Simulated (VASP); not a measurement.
A run of VASP 6.6.1 is set up as follows.

INCAR

```
PREC = Accurate ; ENCUT = 520
EDIFF = 1E-6 ; ISMEAR = -1
SIGMA = 0.02 ; LREAL = Auto
LASPH = True ; NELM = 100
ALGO = Normal ; ISIF = 2
LWAVE = False ; LCHARG = True
LELF = True ; LVHAR = True
NBANDS = 47
```

The input KPOINTS:

```
Automatic mesh
0
Gamma
  2 2 2
```

Contents of POSCAR:

```
Mg9O8
1.0
    0.0000000000      4.3100000000      4.3100000000
    4.3100000000      0.0000000000      4.3100000000
    4.3100000000      4.3100000000      0.0000000000
Mg O
9 8
Direct
    0.0594903712      0.0595205336      0.0594349188
   -0.0050776102     -0.0051906032      0.4893404872
   -0.0049469838      0.4892170534     -0.0049147332
   -0.0074745940      0.4931444316      0.4935114849
    0.4893339907     -0.0051504640     -0.0050149652
    0.4933328306     -0.0075263341      0.4934671694
    0.4933418794      0.4931233179     -0.0074103248
    0.4928212297      0.4927147332      0.4928135731
   -0.0789748260     -0.0790168213      0.9209393271
    0.2403716937      0.2402146172      0.2404531323
    0.2617542923      0.2615570766      0.7359547564
    0.2616807425      0.7358482599      0.2616071926
    0.2526577726      0.7229842227      0.7234185615
    0.7359394432      0.2615600928      0.2617078886
    0.7231019722      0.2524676334      0.7233402552
    0.7233498840      0.7231447796      0.2527157773
    0.7480111369      0.7478668213      0.7480392111
```

Potentials or basis: VASP PAW LDA potentials, release 64 (Mg, O).

Launch:

```bash
$ cat potpaw_LDA.64/Mg/POTCAR potpaw_LDA.64/O/POTCAR > POTCAR
$ mpirun -np 1 vasp_std > vasp.out
```

(1) Estimate the largest force.

(2) Predict the pressure.

(3) Estimate the band gap on the k mesh.

Answers

(1) 0.122 eV/Å.

(2) 15.3 GPa.

(3) 0.30 eV.

Caveat: the k points lie up to 0.63 Å⁻¹ apart.
